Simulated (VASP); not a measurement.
# KF (Fm-3m) in VASP: a series of runs, part 2 of 2

VASP 6.6.1.

## (5) Single point, PBE

This run uses another cell than the first one, of 19.84 Å³/atom.

INCAR

```
PREC     = Accurate       # precision mode
ENCUT    = 600            # plane-wave cutoff, eV
EDIFF    = 1E-6           # SCF threshold, eV
ISMEAR   = 0              # smearing method
SIGMA    = 0.01           # smearing width, eV
LREAL    = F              # projectors in reciprocal space
LASPH    = T              # aspherical terms in the spheres
NELM     = 120            # most SCF steps
ALGO     = Normal         # electronic algorithm
ISIF     = 2              # what is computed and relaxed
LWAVE    = F              # write WAVECAR
LCHARG   = F              # write CHGCAR
GGA      = PE             # functional
NBANDS   = 15             # bands
GGA_COMPAT= F
```

KPOINTS

```
Automatic mesh
0
Gamma
  6 6 6
```

POSCAR

```
KF
1.0
    0.0000000000      2.7070099531      2.7070099531
    2.7070099531      0.0000000000      2.7070099531
    2.7070099531      2.7070099531      0.0000000000
K F
1 1
Direct
    0.0000000000      0.0000000000      0.0000000000
    0.5000000000      0.5000000000      0.5000000000
```

Potentials or basis: VASP PAW PBE potentials, release 64 (K_sv, F).

The run is started by

```bash
> cat potpaw_PBE.64/K_sv/POTCAR potpaw_PBE.64/F/POTCAR > POTCAR
> mpirun -np 1 vasp_std > vasp.out
```

OUTCAR:

```text
PREC = Accurate
   ENCUT = 600
   EDIFF = 1E-6
   ISMEAR = 0
   LREAL = F
   LASPH = T
   NELM = 120
   ISIF = 2
   GGA = PE

 ion  position               nearest neighbor table
   1  0.000  0.000  0.000-   2 2.71   2 2.71   2 2.71   2 2.71   2 2.71   2 2.71
   2  0.500  0.500  0.500-   1 2.71   1 2.71   1 2.71   1 2.71   1 2.71   1 2.71

  LATTYP: Found a face centered cubic cell.
 ALAT       =     5.4140199062

  Lattice vectors:

 A1 = (   0.0000000000,   2.7070099531,   2.7070099531)
 A2 = (   2.7070099531,   0.0000000000,   2.7070099531)
 A3 = (   2.7070099531,   2.7070099531,   0.0000000000)

Analysis of symmetry for initial positions (statically):
=====================================================================
 Subroutine PRICEL returns:
 Original cell was already a primitive cell.

 Routine SETGRP: Setting up the symmetry group for a
 face centered cubic supercell.

 Subroutine GETGRP returns: Found 48 space group operations
 (whereof 48 operations were pure point group operations)
 out of a pool of 48 trial point group operations.

The static configuration has the point symmetry O_h .

Analysis of symmetry for dynamics (positions and initial velocities):
=====================================================================
 Subroutine PRICEL returns:
 Original cell was already a primitive cell.

 Routine SETGRP: Setting up the symmetry group for a
 face centered cubic supercell.

 Subroutine GETGRP returns: Found 48 space group operations
 (whereof 48 operations were pure point group operations)
 out of a pool of 48 trial point group operations.

The dynamic configuration has the point symmetry O_h .

 Subroutine INISYM returns: Found 48 space group operations
 (whereof 48 operations are pure point group operations),
 and found     1 'primitive' translations

----------------------------------------------------------------------------------------

                                     Primitive cell

  volume of cell :      39.6734

  direct lattice vectors                    reciprocal lattice vectors
     0.000000000  2.707009953  2.707009953    -0.184705638  0.184705638  0.184705638
     2.707009953  0.000000000  2.707009953     0.184705638 -0.184705638  0.184705638
     2.707009953  2.707009953  0.000000000     0.184705638  0.184705638 -0.184705638

  length of vectors
     3.828290189  3.828290189  3.828290189     0.319919549  0.319919549  0.319919549

  position of ions in fractional coordinates (direct lattice)
     0.000000000  0.000000000  0.000000000
     0.500000000  0.500000000  0.500000000

  ion indices of the primitive-cell ions
   primitive index   ion index
                 1           1
                 2           2

----------------------------------------------------------------------------------------

 KPOINTS: Automatic mesh

Automatic generation of k-mesh.
 Grid dimensions read from file:
 generate k-points for:    6    6    6

 Generating k-lattice:

  Cartesian coordinates                     Fractional coordinates (reciprocal lattice)
    -0.030784273  0.030784273  0.030784273     0.166666667  0.000000000  0.000000000
     0.030784273 -0.030784273  0.030784273     0.000000000  0.166666667  0.000000000
     0.030784273  0.030784273 -0.030784273     0.000000000  0.000000000  0.166666667

  Length of vectors
[... 29 lines left out ...]
   number of dos      NEDOS =    301   number of ions     NIONS =      2
   total plane-waves  NPLWV =  32768
   dimension x,y,z NGX =    32 NGY =   32 NGZ =   32
   dimension x,y,z NGXF=    64 NGYF=   64 NGZF=   64
   ions per type =               1   1
   NGX,Y,Z   is equivalent  to a cutoff of  13.90, 13.90, 13.90 a.u.
   NGXF,Y,Z  is equivalent  to a cutoff of  27.79, 27.79, 27.79 a.u.
 SYSTEM =  unknown system
   PREC   = accura    normal or accurate (medium, high low for compatibility)
   ISTART =      0    job   : 0-new  1-cont  2-samecut
   ICHARG =      2    charge: 1-file 2-atom 10-const
   ISPIN  =      1    spin polarized calculation?
   LNONCOLLINEAR =      F non collinear calculations
   LSORBIT =      F    spin-orbit coupling
   LASPH  =      T    aspherical Exc in radial PAW
   ENCUT  =  600.0 eV  44.10 Ry    6.64 a.u.   7.65  7.65  7.65*2*pi/ulx,y,z
   NELM   =    120;   NELMIN=  2; NELMDL= -5     # of ELM steps
   EDIFF  = 0.1E-05   stopping-criterion for ELM
   LREAL  =      F    real-space projection
   EDIFFG = 0.1E-04   stopping-criterion for IOM
   NSW    =      0    number of steps for IOM
   IBRION =     -1    ionic relax: 0-MD 1-quasi-New 2-CG
   NFREE  =      0    steps in history (QN), initial steepest desc. (CG)
   ISIF   =      2    stress and relaxation
   ISYM   =      2    0-nonsym 1-usesym 2-fastsym
   POTIM  = 0.5000    time-step for ionic-motion
   TEBEG  =    0.0;   TEEND  =   0.0 temperature during run
   PSTRESS=    0.0 pullay stress
   NELECT =      16.0000    total number of electrons
   NUPDOWN=      -1.0000    fix difference up-down
   EMIN   =  10.00;   EMAX   =-10.00  energy-range for DOS
   EFERMI =   0.00;   METHOD = LEGACY
   ISMEAR =     0;   SIGMA  =   0.01  broadening in eV -4-tet -1-fermi 0-gaus
   EFERMI_NEDOS =   21; number of points for ismear=-14 and -15
   IALGO  =     38    algorithm
   IMIX   =      4    mixing-type and parameters
     AMIX     =   0.40;   BMIX     =  1.00
     AMIX_MAG =   1.60;   BMIX_MAG =  1.00
  volume/ion in A,a.u.               =      19.84       133.86
  Fermi-wavevector in a.u.,A,eV,Ry     =   1.209525  2.285671 19.904664  1.462952
  Thomas-Fermi vector in A             =   2.345100
   LORBIT       =      0    0 simple, 1 ext, 2 COOP (PROOUT), +10 PAW based schemes
   GGA     = PE    functional components
   LHFCALC =     F    Hartree Fock is set to
   AEXX    =    0.0000 exact exchange contribution
   IVDW    =     0    specifies the selected vdW correction
   LEPSILON=     F    determine dielectric tensor
   LRPA    =     F    only Hartree local field effects (RPA)
 non-spin polarized calculation
 Gauss-broadening in eV      SIGMA  =   0.01
  energy-cutoff  :      600.00
  volume of cell :       39.67
 maximum number of plane-waves:      1363
 NGX is ok and might be reduce to    32
   NGX = 15   NGY = 15   NGZ = 15

 number of electron      15.9999994 magnetization

 Free energy of the ion-electron system (eV)
  ---------------------------------------------------
  ext. energy  EPLUGINS =         0.00000000
  ---------------------------------------------------
  free energy    TOTEN  =        -8.30084983 eV

  energy without entropy =       -8.30084983  energy(sigma->0) =       -8.30084983

 E-fermi :  -2.8268     XC(G=0):  -8.2274

 val. band max:       -2.9077505482   @ k =   0.0000   0.0000   0.0000
 cond. band min:       3.0588827533   @ k =   0.0000   0.0000   0.0000
 fundamental gap:      5.9666333015
 Fermi energy:        -2.8268182528

 k-point     1 :       0.0000    0.0000    0.0000
  band No.  band energies     occupation
      1     -29.1546      2.00000
      2     -21.5437      2.00000
      3     -12.4322      2.00000
      4     -12.4322      2.00000
      5     -12.4322      2.00000
      6      -2.9078      2.00000
      7      -2.9078      2.00000
      8      -2.9078      2.00000
      9       3.0589      0.00000
     10       7.6626      0.00000
     11       7.6626      0.00000
     12       7.6626      0.00000
     13       9.2830      0.00000
     14       9.2830      0.00000
[... 257 lines left out ...]
      2     -21.5672      2.00000
      3     -12.8478      2.00000
      4     -12.6954      2.00000
      5     -12.5404      2.00000
      6      -3.2066      2.00000
      7      -3.1153      2.00000
      8      -3.0349      2.00000
      9       5.9532      0.00000
     10       7.5160      0.00000
     11       7.8118      0.00000
     12      10.3575      0.00000
     13      11.0851      0.00000
     14      11.7536      0.00000
     15      12.0802      0.00000

------------------------ aborting loop because EDIFF is reached ----------------------------------------

  FORCE on cell =-STRESS in cart. coord.  units (eV):
  Direction    XX          YY          ZZ          XY          YZ          ZX
  --------------------------------------------------------------------------------------
  -------------------------------------------------------------------------------------
  Total        0.0220872      0.0220872      0.0220872      0.0000000      0.0000000      0.0000000
  in kB        0.8919724      0.8919724      0.8919724      0.0000000      0.0000000      0.0000000
  external PRESSURE =       0.8919724 kB  Pullay stress =       0.0000000 kB

 VOLUME and BASIS-vectors are now :
 -----------------------------------------------------------------------------
  energy-cutoff  :      600.00
  volume of cell :       39.67
      direct lattice vectors                 reciprocal lattice vectors
     0.000000000  2.707009953  2.707009953    -0.184705638  0.184705638  0.184705638
     2.707009953  0.000000000  2.707009953     0.184705638 -0.184705638  0.184705638
     2.707009953  2.707009953  0.000000000     0.184705638  0.184705638 -0.184705638

 POSITION                                       TOTAL-FORCE (eV/Angst)
 -----------------------------------------------------------------------------------
      0.00000      0.00000      0.00000         0.000000     -0.000000      0.000000
      2.70701      2.70701      2.70701         0.000000      0.000000      0.000000
 -----------------------------------------------------------------------------------
    total drift:                                0.000000     -0.000000      0.000000

  FREE ENERGIE OF THE ION-ELECTRON SYSTEM (eV)
  ---------------------------------------------------
  free  energy   TOTEN  =        -8.3008498255 eV

  energy  without entropy=       -8.3008498255  energy(sigma->0) =       -8.30084983
```

Run time: 9.8 s. Hardware: 1 thread of Intel Xeon Platinum 8259CL at 2.50GHz (Skylake/Cascade Lake), shared host; peak memory 0.17 GiB.

Results:

```
Free energy            : -8.3008 eV
Pressure               : 0.1 GPa
Band gap on the k mesh : 5.97 eV
```

Levels at points of the mesh, in eV from the valence-band top:
```
           k point  band 4  band 5  band 6  band 7  band 8  band 9  band 10  band 11  band 12  band 13
(0.00, 0.00, 0.00)   -9.52   -9.52    0.00    0.00    0.00    5.97    10.57    10.57    10.57    12.19
(0.50, 0.00, 0.00)   -9.56   -9.56   -0.75   -0.32   -0.32    8.90    10.32    11.89    11.89    14.05
(0.50, 0.50, 0.00)   -9.71   -9.71   -0.23   -0.06   -0.06    8.17    10.09    11.50    13.40    13.99
```

## (6) Summary

```csv
cell,gap on the mesh (eV),pressure (GPa)
"a = 3.727 Å, angles 60.0°, 2 atoms",6.39,3.0
"a = 3.753 Å, angles 60.0°, 2 atoms",6.27,2.2
"a = 3.804 Å, angles 60.0°, 2 atoms",6.06,0.7
"a = 3.828 Å, angles 60.0°, 2 atoms",5.97,0.1
```

Alike in all rows: task single point; level PBE; potentials or basis VASP PAW PBE potentials, release 64 (K_sv, F); no spin polarisation; k mesh 6 × 6 × 6; cutoff (eV) 600; smearing gaussian 0.01 eV.

Caveats: the cell stands under pressure (at least some runs).

Absolute energies hang on the potentials; compare differences alone.
